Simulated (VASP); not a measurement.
# LuH2 (Fm-3m) in VASP: a series of runs, part 2 of 3

VASP 6.6.1. Earlier steps stand in the parts before.

## 3. Electric field gradients, LDA

File INCAR:

```
PREC = Accurate
ENCUT = 520
EDIFF = 1E-8
ISMEAR = -1
SIGMA = 0.02
LREAL = F
LASPH = T
NELM = 120
ALGO = Normal
ISIF = 2
LWAVE = F
LCHARG = F
GGA = CA
LEFG = T
NBANDS = 20
GGA_COMPAT = F
```

File KPOINTS:

```
Automatic mesh
0
Gamma
  8 8 8
```

File POSCAR:

```
LuH2
1.0
    0.0000000000      2.5165000000      2.5165000000
    2.5165000000      0.0000000000      2.5165000000
    2.5165000000      2.5165000000      0.0000000000
Lu H
1 2
Direct
    0.0000000000      0.0000000000      0.0000000000
    0.2500000000      0.2500000000      0.2500000000
    0.7500000000      0.7500000000      0.7500000000
```

Potentials or basis: VASP PAW PBE potentials, release 64 (Lu, H).

Started as:

```console
> cat potpaw_PBE.64/Lu/POTCAR potpaw_PBE.64/H/POTCAR > POTCAR
> mpirun -np 1 vasp_std > vasp.out
```

OUTCAR:

```text
PREC = Accurate
   ENCUT = 520
   EDIFF = 1E-8
   ISMEAR = -1
   LREAL = F
   LASPH = T
   NELM = 120
   ISIF = 2
   GGA = CA

 ion  position               nearest neighbor table
   1  0.000  0.000  0.000-   3 2.18   3 2.18   3 2.18   2 2.18   2 2.18   2 2.18   3 2.18   2 2.18

   2  0.250  0.250  0.250-   1 2.18   1 2.18   1 2.18   1 2.18
   3  0.750  0.750  0.750-   1 2.18   1 2.18   1 2.18   1 2.18

  LATTYP: Found a face centered cubic cell.
 ALAT       =     5.0330000000

  Lattice vectors:

 A1 = (   0.0000000000,   2.5165000000,   2.5165000000)
 A2 = (   2.5165000000,   0.0000000000,   2.5165000000)
 A3 = (   2.5165000000,   2.5165000000,   0.0000000000)

Analysis of symmetry for initial positions (statically):
=====================================================================
 Subroutine PRICEL returns:
 Original cell was already a primitive cell.

 Routine SETGRP: Setting up the symmetry group for a
 face centered cubic supercell.

 Subroutine GETGRP returns: Found 48 space group operations
 (whereof 48 operations were pure point group operations)
 out of a pool of 48 trial point group operations.

The static configuration has the point symmetry O_h .

Analysis of symmetry for dynamics (positions and initial velocities):
=====================================================================
 Subroutine PRICEL returns:
 Original cell was already a primitive cell.

 Routine SETGRP: Setting up the symmetry group for a
 face centered cubic supercell.

 Subroutine GETGRP returns: Found 48 space group operations
 (whereof 48 operations were pure point group operations)
 out of a pool of 48 trial point group operations.

The dynamic configuration has the point symmetry O_h .

 Subroutine INISYM returns: Found 48 space group operations
 (whereof 48 operations are pure point group operations),
 and found     1 'primitive' translations

----------------------------------------------------------------------------------------

                                     Primitive cell

  volume of cell :      31.8728

  direct lattice vectors                    reciprocal lattice vectors
     0.000000000  2.516500000  2.516500000    -0.198688655  0.198688655  0.198688655
     2.516500000  0.000000000  2.516500000     0.198688655 -0.198688655  0.198688655
     2.516500000  2.516500000  0.000000000     0.198688655  0.198688655 -0.198688655

  length of vectors
     3.558868430  3.558868430  3.558868430     0.344138845  0.344138845  0.344138845

  position of ions in fractional coordinates (direct lattice)
     0.000000000  0.000000000  0.000000000
     0.250000000  0.250000000  0.250000000
     0.750000000  0.750000000  0.750000000

  ion indices of the primitive-cell ions
   primitive index   ion index
                 1           1
                 2           2
                 3           3

----------------------------------------------------------------------------------------
[... 74 lines left out ...]
   IBRION =     -1    ionic relax: 0-MD 1-quasi-New 2-CG
   NFREE  =      0    steps in history (QN), initial steepest desc. (CG)
   ISIF   =      2    stress and relaxation
   ISYM   =      2    0-nonsym 1-usesym 2-fastsym
   POTIM  = 0.5000    time-step for ionic-motion
   TEBEG  =    0.0;   TEEND  =   0.0 temperature during run
   PSTRESS=    0.0 pullay stress
   NELECT =      27.0000    total number of electrons
   NUPDOWN=      -1.0000    fix difference up-down
   EMIN   =  10.00;   EMAX   =-10.00  energy-range for DOS
   EFERMI =   0.00;   METHOD = LEGACY
   ISMEAR =    -1;   SIGMA  =   0.02  broadening in eV -4-tet -1-fermi 0-gaus
   EFERMI_NEDOS =   21; number of points for ismear=-14 and -15
   IALGO  =     38    algorithm
   IMIX   =      4    mixing-type and parameters
     AMIX     =   0.40;   BMIX     =  1.00
     AMIX_MAG =   1.60;   BMIX_MAG =  1.00
  volume/ion in A,a.u.               =      10.62        71.70
  Fermi-wavevector in a.u.,A,eV,Ry     =   1.549016  2.927215 32.646494  2.399450
  Thomas-Fermi vector in A             =   2.653883
   LORBIT       =      0    0 simple, 1 ext, 2 COOP (PROOUT), +10 PAW based schemes
   GGA     = CA    functional components
   LHFCALC =     F    Hartree Fock is set to
   AEXX    =    0.0000 exact exchange contribution
   IVDW    =     0    specifies the selected vdW correction
   LEPSILON=     F    determine dielectric tensor
   LRPA    =     F    only Hartree local field effects (RPA)
 non-spin polarized calculation
  energy-cutoff  :      520.00
  volume of cell :       31.87
 maximum number of plane-waves:       881
 NGX is ok and might be reduce to    28
   NGX = 13   NGY = 13   NGZ = 13

 number of electron      27.0000002 magnetization

 Free energy of the ion-electron system (eV)
  ---------------------------------------------------
  ext. energy  EPLUGINS =         0.00000000
  ---------------------------------------------------
  free energy    TOTEN  =       -14.01792298 eV

  energy without entropy =      -14.01457264  energy(sigma->0) =      -14.01624781

 E-fermi :   2.4105     XC(G=0): -11.3853

 val. band max:        2.4054886954   @ k =   0.3750   0.2500   0.0000
 cond. band min:       2.4336511974   @ k =   0.5000   0.2500   0.1250
 fundamental gap:      0.0281625021
 Fermi energy:         2.4105350781

 k-point     1 :       0.0000    0.0000    0.0000
  band No.  band energies     occupation
      1     -53.4924      2.00000
      2     -24.2003      2.00000
      3     -24.2003      2.00000
      4     -24.2003      2.00000
      5      -6.8476      2.00000
      6      -2.9081      2.00000
[... 541 lines left out ...]
     19      10.6559      0.00000
     20      11.7510      0.00000

 [... further k-points ...]
[... 5 lines left out ...]
  --------------------------------------------------------------------------------------
  -------------------------------------------------------------------------------------
  Total       -1.2354332     -1.2354332     -1.2354332     -0.0000000      0.0000000     -0.0000000
  in kB      -62.1024965    -62.1024965    -62.1024965     -0.0000000      0.0000000     -0.0000000
  external PRESSURE =     -62.1024965 kB  Pullay stress =       0.0000000 kB

 VOLUME and BASIS-vectors are now :
 -----------------------------------------------------------------------------
  energy-cutoff  :      520.00
  volume of cell :       31.87
      direct lattice vectors                 reciprocal lattice vectors
     0.000000000  2.516500000  2.516500000    -0.198688655  0.198688655  0.198688655
     2.516500000  0.000000000  2.516500000     0.198688655 -0.198688655  0.198688655
     2.516500000  2.516500000  0.000000000     0.198688655  0.198688655 -0.198688655

 POSITION                                       TOTAL-FORCE (eV/Angst)
 -----------------------------------------------------------------------------------
      0.00000      0.00000      0.00000         0.000000      0.000000      0.000000
      1.25825      1.25825      1.25825         0.000000      0.000000      0.000000
      3.77475      3.77475      3.77475        -0.000000     -0.000000     -0.000000
 -----------------------------------------------------------------------------------
    total drift:                               -0.000000     -0.000000     -0.000000

  FREE ENERGIE OF THE ION-ELECTRON SYSTEM (eV)
  ---------------------------------------------------
  free  energy   TOTEN  =       -14.0179229805 eV

  energy  without entropy=      -14.0145726409  energy(sigma->0) =      -14.01624781

 Electric field gradients (V/A^2)
---------------------------------------------------------------------
 ion       V_xx      V_yy      V_zz      V_xy      V_xz      V_yz
---------------------------------------------------------------------
   1      -0.000    -0.000     0.000     0.001     0.001     0.001
   2      -0.000    -0.000    -0.000     0.000     0.000     0.000
   3      -0.000    -0.000    -0.000     0.000     0.000     0.000
---------------------------------------------------------------------

 Electric field gradients after diagonalization (V/A^2)
 (convention: |V_zz| > |V_xx| > |V_yy|)
----------------------------------------------------------------------
 ion       V_xx      V_yy      V_zz     asymmetry (V_yy - V_xx)/ V_zz
----------------------------------------------------------------------
   1      -0.001    -0.001     0.003       0.000
   2      -0.000    -0.000     0.001       0.000
   3      -0.000    -0.000     0.001       0.000
----------------------------------------------------------------------

           NMR quadrupolar parameters

 Cq : quadrupolar parameter    Cq=e*Q*V_zz/h
 eta: asymmetry parameters     (V_yy - V_xx)/ V_zz
 Q  : nuclear electric quadrupole moment in mb (millibarn)
----------------------------------------------------------------------
 ion       Cq(MHz)       eta       Q (mb)
----------------------------------------------------------------------
   1       0.000       0.000       1.000
   2       0.000       0.000       1.000
   3       0.000       0.000       1.000
----------------------------------------------------------------------
```

OSZICAR:

```text
N       E                     dE             d eps       ncg     rms          rms(c)
DAV:   1     0.952097281117E+02    0.95210E+02   -0.10960E+04  1500   0.437E+03
DAV:   2    -0.664759499334E+01   -0.10186E+03   -0.98561E+02  1268   0.419E+02
DAV:   3    -0.145269390549E+02   -0.78793E+01   -0.78097E+01  1320   0.796E+01
DAV:   4    -0.147842362141E+02   -0.25730E+00   -0.25612E+00  1620   0.128E+01
DAV:   5    -0.147896901116E+02   -0.54539E-02   -0.54526E-02  1392   0.178E+00    0.707E+00
DAV:   6    -0.141654636724E+02    0.62423E+00   -0.10777E+00  1808   0.262E+01    0.341E+00
DAV:   7    -0.140192806153E+02    0.14618E+00   -0.30145E-01  1732   0.685E+00    0.776E-01
DAV:   8    -0.140177683252E+02    0.15123E-02   -0.51765E-02  1528   0.148E+00    0.232E-01
DAV:   9    -0.140178906762E+02   -0.12235E-03   -0.16001E-03  1820   0.792E-01    0.783E-02
DAV:  10    -0.140179211541E+02   -0.30478E-04   -0.26810E-04  1880   0.255E-01    0.272E-02
DAV:  11    -0.140179239433E+02   -0.27892E-05   -0.25972E-05  1444   0.413E-02    0.939E-03
DAV:  12    -0.140179229002E+02    0.10432E-05   -0.28117E-06  1808   0.573E-02    0.185E-03
DAV:  13    -0.140179229845E+02   -0.84327E-07   -0.46604E-07  1308   0.519E-03    0.517E-04
DAV:  14    -0.140179229805E+02    0.40191E-08   -0.16086E-08  1380   0.204E-03
   1 F= -.14017923E+02 E0= -.14016248E+02  d E =-.335034E-02
```

Run time: 46 s. Hardware: 1 thread of Intel Xeon 8259CL, shared host; peak memory 0.16 GiB.

Results:

| Property | Result |
| --- | --- |
| Free energy | -14.0179 eV |
| Pressure | -6.2 GPa |

Caveat: without QUAD_EFG the Cq values of the log hold for a quadrupole moment of 1 mb, not for the nuclei; the PAW data sets were made with another functional, which shifts forces and pressure a little; spin-orbit coupling is left out, which moves the levels of the heavy elements.

(Continued in part 3 of 3.)
